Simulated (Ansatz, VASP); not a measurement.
Two plane-wave programs on BiTe

```xyz
2
Lattice="0.0000 3.1945 3.1945 3.1945 0.0000 3.1945 3.1945 3.1945 0.0000" Properties=species:S:1:pos:R:3 pbc="T T T"
Bi    3.1945    3.1945    3.1945
Te    0.0000    0.0000    0.0000
```

Alike in both runs: task single point; functional PBEsol; k mesh 8 × 8 × 8; occupations gaussian, width 0.05 eV; no spin polarisation.

```csv
,VASP,Ansatz
version,VASP 6.6.1,Ansatz 0.2.0
potentials or method,"VASP PAW PBE potentials, release 64 (Bi_d, Te), cutoff 520 eV","scalar-relativistic, plane waves, PAW"
valence electrons in the cell,21,31
```

```tsv
	VASP	Ansatz	Ansatz less VASP
pressure (GPa)	0.0	0.0	+0.01
```

VASP's potentials were made for PBE, not for PBEsol. VASP's potentials hold 21 valence electrons a cell and Ansatz's 31, so a difference there can come from the potentials and not from the codes.

Spin-orbit coupling is off throughout.
